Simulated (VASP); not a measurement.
# Se (P3_121) in VASP: notebook

Runs on Se. Level: PBE+D3(BJ). Tasks: single point.

Program: VASP 6.6.1. These are calculated values, not measurements. Logs are shortened: lines on timing, memory, paths and dates and some standing lists are left out, and cuts for length are marked.

**1. The cell of the first run**

It takes space group P3_121 (No. 152, trigonal). Conventional cell: a = 4.068 Å, b = 4.068 Å, c = 5.128 Å, α = 90.00°, β = 90.00°, γ = 120.00°. Se (site symmetry 2) has 6 Se at 2.44 to 3.20 Å within 3.2 Å.

**2. Single point, PBE+D3(BJ)**

The input, INCAR:

```
SYSTEM = Se
PREC     = Accurate       ! precision mode
ENCUT    = 520            ! plane-wave cutoff, eV
EDIFF    = 1E-7           ! SCF threshold, eV
ISMEAR   = 0              ! smearing method
SIGMA    = 0.02           ! smearing width, eV
LREAL    = .False.        ! projectors in reciprocal space
LASPH    = .True.         ! aspherical terms in the spheres
NELM     = 80             ! most SCF steps
ALGO     = Normal         ! electronic algorithm
ISIF     = 2              ! what is computed and relaxed
LWAVE    = .False.        ! write WAVECAR
LCHARG   = .True.         ! write CHGCAR
GGA      = PE             ! functional
IVDW     = 12             ! dispersion correction
LELF     = .True.         ! ELF
LVHAR    = .True.       
NBANDS   = 16             ! bands
```

The input, KPOINTS:

```
Automatic mesh
0
Gamma
  9 9 6
  0 0 0
```

The input, POSCAR:

```
Se
1.0
    4.0681469908      0.0000000000      0.0000000000
   -2.0340734954      3.5231186404      0.0000000000
    0.0000000000      0.0000000000      5.1277305414
Se
3
Direct
    0.2473450451      0.0000000000      0.3333333333
    0.0000000000      0.2473450451      0.6666666667
    0.7526549549      0.7526549549      0.0000000000
```

Potentials or basis: VASP PAW PBE potentials, release 64 (Se).

On the command line:

```
cat potpaw_PBE.64/Se/POTCAR > POTCAR
mpirun -np 1 vasp_std > vasp.out
```

OUTCAR:

```text
SYSTEM = Se
   PREC = Accurate
   ENCUT = 520
   EDIFF = 1E-7
   ISMEAR = 0
   LREAL = .False.
   LASPH = .True.
   NELM = 80
   ISIF = 2
   GGA = PE
   IVDW = 12
 IVDW          = 12

 ion  position               nearest neighbor table
   1  0.247  0.000  0.333-   3 2.44   2 2.44
   2  0.000  0.247  0.667-   3 2.44   1 2.44
   3  0.753  0.753  0.000-   1 2.44   2 2.44

  LATTYP: Found a hexagonal cell.
 ALAT       =     4.0681469908
 C/A-ratio  =     1.2604585215

  Lattice vectors:

 A1 = (   4.0681469908,   0.0000000000,   0.0000000000)
 A2 = (  -2.0340734954,   3.5231186404,   0.0000000000)
 A3 = (   0.0000000000,   0.0000000000,   5.1277305414)

Analysis of symmetry for initial positions (statically):
=====================================================================
 Subroutine PRICEL returns:
 Original cell was already a primitive cell.

 Routine SETGRP: Setting up the symmetry group for a
 hexagonal supercell.

 Subroutine GETGRP returns: Found  6 space group operations
 (whereof  2 operations were pure point group operations)
 out of a pool of 24 trial point group operations.

The static configuration has the point symmetry C_2 .
 The point group associated with its full space group is D_3 .

Analysis of symmetry for dynamics (positions and initial velocities):
=====================================================================
 Subroutine PRICEL returns:
 Original cell was already a primitive cell.

 Routine SETGRP: Setting up the symmetry group for a
 hexagonal supercell.

 Subroutine GETGRP returns: Found  6 space group operations
 (whereof  2 operations were pure point group operations)
 out of a pool of 24 trial point group operations.

The dynamic configuration has the point symmetry C_2 .
 The point group associated with its full space group is D_3 .

 Subroutine INISYM returns: Found  6 space group operations
 (whereof  2 operations are pure point group operations),
 and found     1 'primitive' translations

----------------------------------------------------------------------------------------

                                     Primitive cell

  volume of cell :      73.4935

  direct lattice vectors                    reciprocal lattice vectors
     4.068146991  0.000000000  0.000000000     0.245812160  0.141919717  0.000000000
    -2.034073495  3.523118640  0.000000000     0.000000000  0.283839434  0.000000000
     0.000000000  0.000000000  5.127730541     0.000000000  0.000000000  0.195018048

  length of vectors
     4.068146991  4.068146991  5.127730541     0.283839434  0.283839434  0.195018048

  position of ions in fractional coordinates (direct lattice)
     0.247345045  0.000000000  0.333333333
     0.000000000  0.247345045  0.666666667
     0.752654955  0.752654955  0.000000000

  ion indices of the primitive-cell ions
   primitive index   ion index
                 1           1
                 2           2
                 3           3

----------------------------------------------------------------------------------------

 KPOINTS: Automatic mesh

Automatic generation of k-mesh.
 Grid dimensions read from file:
 generate k-points for:    9    9    6

 Generating k-lattice:

  Cartesian coordinates                     Fractional coordinates (reciprocal lattice)
     0.027312462  0.015768857  0.000000000     0.111111111 -0.000000000  0.000000000
     0.000000000  0.031537715  0.000000000     0.000000000  0.111111111  0.000000000
     0.000000000  0.000000000  0.032503008     0.000000000  0.000000000  0.166666667

  Length of vectors
     0.031537715  0.031537715  0.032503008

  Shift w.r.t. Gamma in fractional coordinates (k-lattice)
     0.000000000  0.000000000  0.000000000

 Subroutine IBZKPT returns following result:
 ===========================================

 Found     62 irreducible k-points:

 Following reciprocal coordinates:
            Coordinates               Weight
  0.000000  0.000000  0.000000      1.000000
  0.111111 -0.000000  0.000000      6.000000
  0.222222 -0.000000  0.000000      6.000000
  0.333333  0.000000  0.000000      6.000000
  0.444444 -0.000000  0.000000      6.000000
  0.111111  0.111111  0.000000      6.000000
[... 16 lines left out ...]
  0.222222  0.111111  0.166667     12.000000
 -0.111111  0.333333  0.166667     12.000000
 [... further k-points ...]
   k-points           NKPTS =     62   k-points in BZ     NKDIM =     62   number of bands    NBANDS=     16
   number of dos      NEDOS =    301   number of ions     NIONS =      3
   total plane-waves  NPLWV =  36000
   dimension x,y,z NGX =    30 NGY =   30 NGZ =   40
   dimension x,y,z NGXF=    60 NGYF=   60 NGZF=   80
   ions per type =               3
   NGX,Y,Z   is equivalent  to a cutoff of  12.26, 12.26, 12.97 a.u.
   NGXF,Y,Z  is equivalent  to a cutoff of  24.52, 24.52, 25.94 a.u.
 SYSTEM =  Se
   PREC   = accura    normal or accurate (medium, high low for compatibility)
   ISTART =      0    job   : 0-new  1-cont  2-samecut
   ICHARG =      2    charge: 1-file 2-atom 10-const
   ISPIN  =      1    spin polarized calculation?
   LNONCOLLINEAR =      F non collinear calculations
   LSORBIT =      F    spin-orbit coupling
   LASPH  =      T    aspherical Exc in radial PAW
   ENCUT  =  520.0 eV  38.22 Ry    6.18 a.u.   7.56  7.56  9.53*2*pi/ulx,y,z
   NELM   =     80;   NELMIN=  2; NELMDL= -5     # of ELM steps
   EDIFF  = 0.1E-06   stopping-criterion for ELM
   LREAL  =      F    real-space projection
   EDIFFG = 0.1E-05   stopping-criterion for IOM
   NSW    =      0    number of steps for IOM
   IBRION =     -1    ionic relax: 0-MD 1-quasi-New 2-CG
   NFREE  =      0    steps in history (QN), initial steepest desc. (CG)
   ISIF   =      2    stress and relaxation
   ISYM   =      2    0-nonsym 1-usesym 2-fastsym
   POTIM  = 0.5000    time-step for ionic-motion
   TEBEG  =    0.0;   TEEND  =   0.0 temperature during run
   PSTRESS=    0.0 pullay stress
   NELECT =      18.0000    total number of electrons
   NUPDOWN=      -1.0000    fix difference up-down
   EMIN   =  10.00;   EMAX   =-10.00  energy-range for DOS
   EFERMI =   0.00;   METHOD = LEGACY
   ISMEAR =     0;   SIGMA  =   0.02  broadening in eV -4-tet -1-fermi 0-gaus
   EFERMI_NEDOS =   21; number of points for ismear=-14 and -15
   IALGO  =     38    algorithm
   IMIX   =      4    mixing-type and parameters
     AMIX     =   0.40;   BMIX     =  1.00
     AMIX_MAG =   1.60;   BMIX_MAG =  1.00
  volume/ion in A,a.u.               =      24.50       165.32
  Fermi-wavevector in a.u.,A,eV,Ry     =   1.024274  1.935596 14.274367  1.049136
  Thomas-Fermi vector in A             =   2.158052
   LORBIT       =      0    0 simple, 1 ext, 2 COOP (PROOUT), +10 PAW based schemes
   GGA     = PE    functional components
   LHFCALC =     F    Hartree Fock is set to
   AEXX    =    0.0000 exact exchange contribution
   IVDW    =    12    specifies the selected vdW correction
   LEPSILON=     F    determine dielectric tensor
   LRPA    =     F    only Hartree local field effects (RPA)
 non-spin polarized calculation
 Gauss-broadening in eV      SIGMA  =   0.02
  energy-cutoff  :      520.00
  volume of cell :       73.49
 maximum number of plane-waves:      2000
   NGX = 15   NGY = 15   NGZ = 19

 number of electron      17.9999998 magnetization

 Free energy of the ion-electron system (eV)
  ---------------------------------------------------
  ext. energy  EPLUGINS =         0.00000000
  ---------------------------------------------------
  free energy    TOTEN  =       -10.42341712 eV

  energy without entropy =      -10.42341712  energy(sigma->0) =      -10.42341712

 E-fermi :   3.7814     XC(G=0):  -9.4320

 val. band max:        3.6725936630   @ k =   0.3333   0.3333   0.5000
 cond. band min:       4.2006344244   @ k =   0.3333   0.3333   0.5000
 fundamental gap:      0.5280407613
 Fermi energy:         3.7814136037

 k-point     1 :       0.0000    0.0000    0.0000
  band No.  band energies     occupation
      1     -12.2737      2.00000
      2      -8.2312      2.00000
      3      -8.2312      2.00000
      4       0.0429      2.00000
      5       0.2403      2.00000
      6       0.2403      2.00000
[... 8 lines left out ...]
     15      10.5965      0.00000
     16      12.1072      0.00000

 k-point     2 :       0.1111   -0.0000    0.0000
  band No.  band energies     occupation
      1     -12.1928      2.00000
      2      -8.2701      2.00000
      3      -8.2125      2.00000
      4      -0.5661      2.00000
      5      -0.0927      2.00000
      6       0.2521      2.00000
[... 8 lines left out ...]
     15      11.1175      0.00000
     16      11.9147      0.00000

 k-point     3 :       0.2222   -0.0000    0.0000
  band No.  band energies     occupation
      1     -11.9665      2.00000
      2      -8.4090      2.00000
      3      -8.1629      2.00000
      4      -1.3108      2.00000
      5      -0.5931      2.00000
      6       0.0109      2.00000
[... 8 lines left out ...]
     15      11.8157      0.00000
     16      12.4163      0.00000

 k-point     4 :       0.3333    0.0000    0.0000
  band No.  band energies     occupation
      1     -11.6555      2.00000
      2      -8.6573      2.00000
      3      -8.1027      2.00000
      4      -1.7067      2.00000
      5      -0.9980      2.00000
      6      -0.2042      2.00000
[... 8 lines left out ...]
     15      12.6805      0.00000
     16      13.4652      0.00000
[... 324 lines left out ...]
 k-point    22 :       0.1111    0.1111    0.1667
  band No.  band energies     occupation
      1     -11.9175      2.00000
      2      -9.2701      2.00000
      3      -7.3177      2.00000
      4      -1.0229      2.00000
      5      -0.6869      2.00000
      6       0.3414      2.00000
[... 8 lines left out ...]
     15      11.5064      0.00000
     16      11.9928      0.00000

 k-point    23 :       0.2222    0.1111    0.1667
  band No.  band energies     occupation
      1     -11.6537      2.00000
      2      -9.1914      2.00000
      3      -7.6043      2.00000
      4      -1.4423      2.00000
      5      -0.9742      2.00000
      6       0.2288      2.00000
[... 8 lines left out ...]
     15      12.1124      0.00000
     16      12.4620      0.00000

 k-point    24 :      -0.1111    0.3333    0.1667
  band No.  band energies     occupation
      1     -11.6487      2.00000
      2      -9.2421      2.00000
      3      -7.5157      2.00000
      4      -1.6404      2.00000
      5      -1.1347      2.00000
      6       0.0555      2.00000
[... 8 lines left out ...]
     15      12.4908      0.00000
     16      13.1703      0.00000

 [... further k-points ...]

------------------------ aborting loop because EDIFF is reached ----------------------------------------

 Edisp (eV)   -1.06851

 E8    (eV) :    -0.4415

  FORCE on cell =-STRESS in cart. coord.  units (eV):
  Direction    XX          YY          ZZ          XY          YZ          ZX
  --------------------------------------------------------------------------------------
  -------------------------------------------------------------------------------------
  Total       0.03186     0.03186     0.06755     0.00000     0.00000    -0.00000
  in kB       0.69466     0.69466     1.47262     0.00000     0.00000    -0.00000
  external pressure =        0.95 kB  Pullay stress =        0.00 kB

 VOLUME and BASIS-vectors are now :
 -----------------------------------------------------------------------------
  energy-cutoff  :      520.00
  volume of cell :       73.49
      direct lattice vectors                 reciprocal lattice vectors
     4.068146991  0.000000000  0.000000000     0.245812160  0.141919717  0.000000000
    -2.034073495  3.523118640  0.000000000     0.000000000  0.283839434  0.000000000
     0.000000000  0.000000000  5.127730541     0.000000000  0.000000000  0.195018048

 POSITION                                       TOTAL-FORCE (eV/Angst)
 -----------------------------------------------------------------------------------
      1.00624      0.00000      1.70924         0.018048      0.000000     -0.000000
     -0.50312      0.87143      3.41849        -0.009024      0.015630      0.000000
      1.53096      2.65169      0.00000        -0.009024     -0.015630      0.000000
 -----------------------------------------------------------------------------------
    total drift:                               -0.000001     -0.000001      0.000000

  FREE ENERGIE OF THE ION-ELECTRON SYSTEM (eV)
  ---------------------------------------------------
  free  energy   TOTEN  =       -11.4919270825 eV

  energy  without entropy=      -11.4919270825  energy(sigma->0) =      -11.49192708
```

It took 62 s on 1 thread of Intel Xeon Platinum 8488C (Sapphire Rapids), shared host; peak memory 0.21 GiB.

Results:

```yaml
Free_energy: -11.4919 eV
Pressure: 0.1 GPa
Largest_force: 0.018 eV/Å
Band_gap_on_the_k_mesh: 0.53 eV, direct
Dispersion_energy_per_atom: -0.356 eV
```

Forces on the atoms (eV/Å):
```
Se   0.018  0.000  0.000
Se  -0.009  0.016  0.000
Se  -0.009 -0.016  0.000
```

Levels at points of the mesh, in eV from the valence-band top:
| k point | band 6 | band 7 | band 8 | band 9 | band 10 | band 11 | band 12 | band 13 |
| --- | --- | --- | --- | --- | --- | --- | --- | --- |
| (0.00, 0.00, 0.00) | -3.43 | -1.86 | -1.86 | -0.52 | 1.48 | 1.48 | 2.07 | 6.42 |
| (0.00, 0.00, 0.50) | -3.09 | -1.37 | -1.34 | -1.34 | 0.95 | 0.97 | 0.97 | 5.70 |

A k mesh can miss the band edges. PBE gaps usually lie below the measured ones, often by a third to a half.

**3. Single point, PBE+D3(BJ)**

INCAR is that of step 2.

The input, KPOINTS:

```
Automatic mesh
0
Gamma
  6 6 6
  0 0 0
```

The input, POSCAR:

```
Se
1.0
    4.0662414390      0.0000000000      0.0000000000
   -2.0331207195      3.5214683841      0.0000000000
    0.0000000000      0.0000000000      5.1274762877
Se
3
Direct
    0.2475669261      0.0000000000      0.3333333333
    0.0000000000      0.2475669261      0.6666666667
    0.7524330739      0.7524330739      0.0000000000
```

Potentials or basis: VASP PAW PBE potentials, release 64 (Se).

On the command line:

```
cat potpaw_PBE.64/Se/POTCAR > POTCAR
mpirun -np 1 vasp_std > vasp.out
```

OUTCAR:

```text
SYSTEM = Se
   PREC = Accurate
   ENCUT = 520
   EDIFF = 1E-7
   ISMEAR = 0
   LREAL = .False.
   LASPH = .True.
   NELM = 80
   ISIF = 2
   GGA = PE
   IVDW = 12
 IVDW          = 12

 ion  position               nearest neighbor table
   1  0.248  0.000  0.333-   3 2.44   2 2.44
   2  0.000  0.248  0.667-   3 2.44   1 2.44
   3  0.752  0.752  0.000-   1 2.44   2 2.44

  LATTYP: Found a hexagonal cell.
 ALAT       =     4.0662414390
 C/A-ratio  =     1.2609866789

  Lattice vectors:

 A1 = (   4.0662414390,   0.0000000000,   0.0000000000)
[... 647 lines left out ...]

 Edisp (eV)   -1.06965

 E8    (eV) :    -0.4420

  FORCE on cell =-STRESS in cart. coord.  units (eV):
  Direction    XX          YY          ZZ          XY          YZ          ZX
  --------------------------------------------------------------------------------------
  -------------------------------------------------------------------------------------
  Total       0.04580     0.04580     0.06779     0.00000     0.00000    -0.00000
  in kB       0.99951     0.99951     1.47941     0.00000     0.00000    -0.00000
  external pressure =        1.16 kB  Pullay stress =        0.00 kB

 VOLUME and BASIS-vectors are now :
 -----------------------------------------------------------------------------
  energy-cutoff  :      520.00
  volume of cell :       73.42
      direct lattice vectors                 reciprocal lattice vectors
     4.066241439  0.000000000  0.000000000     0.245927355  0.141986224  0.000000000
    -2.033120719  3.521468384  0.000000000     0.000000000  0.283972449  0.000000000
     0.000000000  0.000000000  5.127476288     0.000000000  0.000000000  0.195027718

 POSITION                                       TOTAL-FORCE (eV/Angst)
 -----------------------------------------------------------------------------------
      1.00667      0.00000      1.70916         0.016910      0.000000      0.000000
     -0.50333      0.87180      3.41832        -0.008455      0.014644     -0.000000
      1.52979      2.64967      0.00000        -0.008455     -0.014644      0.000000
 -----------------------------------------------------------------------------------
    total drift:                               -0.000001     -0.000001      0.000000

  FREE ENERGIE OF THE ION-ELECTRON SYSTEM (eV)
  ---------------------------------------------------
  free  energy   TOTEN  =       -11.4903559618 eV

  energy  without entropy=      -11.4903559618  energy(sigma->0) =      -11.49035596
```

OSZICAR:

```text
N       E                     dE             d eps       ncg     rms          rms(c)
DAV:   1     0.821123588983E+02    0.82112E+02   -0.74055E+03  1088   0.946E+02
DAV:   2    -0.545583940997E+01   -0.87568E+02   -0.83339E+02  1488   0.157E+02
DAV:   3    -0.104440189043E+02   -0.49882E+01   -0.49714E+01  1344   0.423E+01
DAV:   4    -0.104761700944E+02   -0.32151E-01   -0.32147E-01  1480   0.402E+00
DAV:   5    -0.104763643656E+02   -0.19427E-03   -0.19427E-03  1400   0.309E-01    0.692E+00
DAV:   6    -0.104338368815E+02    0.42527E-01   -0.28961E-02  1336   0.111E+00    0.427E+00
DAV:   7    -0.104213201497E+02    0.12517E-01   -0.58545E-02  1336   0.155E+00    0.181E-01
DAV:   8    -0.104205982992E+02    0.72185E-03   -0.88394E-03  1264   0.576E-01    0.102E-01
DAV:   9    -0.104206744136E+02   -0.76114E-04   -0.23945E-04  1544   0.103E-01    0.363E-02
DAV:  10    -0.104207023269E+02   -0.27913E-04   -0.38283E-05  1336   0.428E-02    0.692E-03
DAV:  11    -0.104207041233E+02   -0.17963E-05   -0.73559E-06  1552   0.168E-02    0.362E-03
DAV:  12    -0.104207039599E+02    0.16336E-06   -0.17638E-06  1408   0.843E-03    0.199E-03
DAV:  13    -0.104207038822E+02    0.77691E-07   -0.20556E-07  1288   0.270E-03
   1 F= -.11490356E+02 E0= -.11490356E+02  d E =-.150606E-15
```

Wall time 63 s (1 thread of Oxide Virtual Turin-like, shared host); peak memory 0.17 GiB.

Results:

```
Free energy                : -11.4904 eV
Pressure                   : 0.1 GPa
Largest force              : 0.017 eV/Å
Band gap on the k mesh     : 0.52 eV, direct
Dispersion energy per atom : -0.357 eV
```

Forces in eV/Å, atoms in the order of the input:
```
Se   0.017  0.000  0.000
Se  -0.008  0.015  0.000
Se  -0.008 -0.015  0.000
```

A k mesh can miss the band edges. As with any semilocal functional, this PBE gap is likely too small.
